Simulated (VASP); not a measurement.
Runs of VASP 6.6.1 on In. The structure is that of space group P4/mmm (No. 123), or close to it. The cells are those of the table. 

```tsv
task	cell	k mesh	cutoff (eV)	gap on the mesh (eV)	pressure (GPa)	relaxed volume (Å³/atom)
single point	a = 2.912, b = 3.228, c = 3.228 Å, 1 atom	6 × 6 × 6	520	none	-0.1	-
relaxation of cell and atoms	relaxed from a = 2.680, b = 2.754, c = 3.474 Å, 1 atom	6 × 6 × 6	600	none	0.0	30.35
single point	a = 2.680, b = 2.754, c = 3.474 Å, 1 atom	6 × 6 × 6	520	none	13.7	-
relaxation of cell and atoms	relaxed from a = 3.228, b = 3.228, c = 2.912 Å, 1 atom	18 × 18 × 18	600	none	0.0	(a)
```

Alike in all rows: level PBE; potentials or basis VASP PAW PBE potentials, release 64 (In_d); no spin polarisation; smearing gaussian 0.1 eV.

Fill in the values left out.

(a) 29.53.

Caveats: some runs use coarse meshes; spin-orbit coupling is left out, which moves the levels of the heavy elements; the volume moved by over 15 % at a fixed basis, so the end points are rough (some runs).

A k mesh can miss the band edges, and the runs leave out spin-orbit coupling on In.

A gap of «none» marks levels without a gap at the run's occupations.
